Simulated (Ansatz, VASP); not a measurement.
# One calculation of PCS4, two programs

File INCAR:

```
PREC = Accurate
ENCUT = 600
EDIFF = 1E-7
ISMEAR = 0
SIGMA = 0.1
LREAL = F
LASPH = T
NELM = 60
ALGO = Normal
ISIF = 3
LWAVE = F
LCHARG = F
GGA = PE
IVDW = 12
IBRION = 2
NSW = 90
EDIFFG = -0.04
```

File KPOINTS:

```
regular mesh
0
Gamma
  4 4 4
```

Contents of POSCAR:

```
PCS4
1.0
   -3.0392768300      3.0392768300      3.6705188100
    3.0392768300     -3.0392768300      3.6705188100
    3.0392768300      3.0392768300     -3.6705188100
P C S
1 1 4
Direct
    0.0000000000      0.0000000000      0.0000000000
    0.5000000000      0.5000000000      0.0000000000
    0.5000000000      0.5000000000      0.5000000000
    0.0000000000      0.0000000000      0.5000000000
    0.5000000000      0.0000000000      0.0000000000
    0.0000000000      0.5000000000      0.0000000000
```

Input for Ansatz:

```yaml
crystal:
  lattice:
    - [-3.03927683, 3.03927683, 3.67051881]
    - [3.03927683, -3.03927683, 3.67051881]
    - [3.03927683, 3.03927683, -3.67051881]
  atoms:
    - { symbol: P, position: [0.0, 0.0, 0.0] }
    - { symbol: C, position: [0.5, 0.5, 0.0] }
    - { symbol: S, position: [0.5, 0.5, 0.5] }
    - { symbol: S, position: [0.0, 0.0, 0.5] }
    - { symbol: S, position: [0.5, 0.0, 0.0] }
    - { symbol: S, position: [0.0, 0.5, 0.0] }
basis:
  ecutwfc: 420
kpoints:
  mp_grid: { grid: [4, 4, 4] }
hamiltonian:
  xc: pbe
  dispersion: d3bj
scf:
  occupations: { method: gaussian, width: 0.1 }
  lower_state_search: "off"
output:
  forces: true
  stress: true
  eigenvalues: true
relax:
  adjacent_minimum: "off"
  f_tol: 0.04
  max_steps: 70
  cell: { stress_tol: 0.4 }
```

Alike in both runs: task relaxation of cell and atoms; functional PBE; dispersion D3(BJ); k mesh 4 × 4 × 4; occupations gaussian, width 0.1 eV; no spin polarisation.

```csv
,VASP,Ansatz
version,VASP 6.6.1,Ansatz 0.2.0
potentials or method,"VASP PAW PBE potentials, release 64 (P, C, S), cutoff 600 eV","scalar-relativistic, plane waves, PAW"
valence electrons in the cell,33,33
```

|  | VASP | Ansatz | Ansatz less VASP |
| --- | --- | --- | --- |
| gap on the k mesh at the Fermi level, each at its own relaxed structure (eV) | none | none | - |
| relaxed volume (Å³/atom) | 15.20 | 15.23 | +0.036 |
| relaxed length of the cell vector where the two differ most in proportion (Å) | 4.939 | 4.941 | +0.0018 |

A gap of «none» marks a metal or a gap that the smearing closes. Ansatz's warnings: dispersion switch in reach, relaxed geometry near dispersion switch.

The k mesh is coarse, so the values compare programs but aren't converged. Noted on VASP's run: the volume moved by over 15 % at a fixed basis, so the end points are rough.
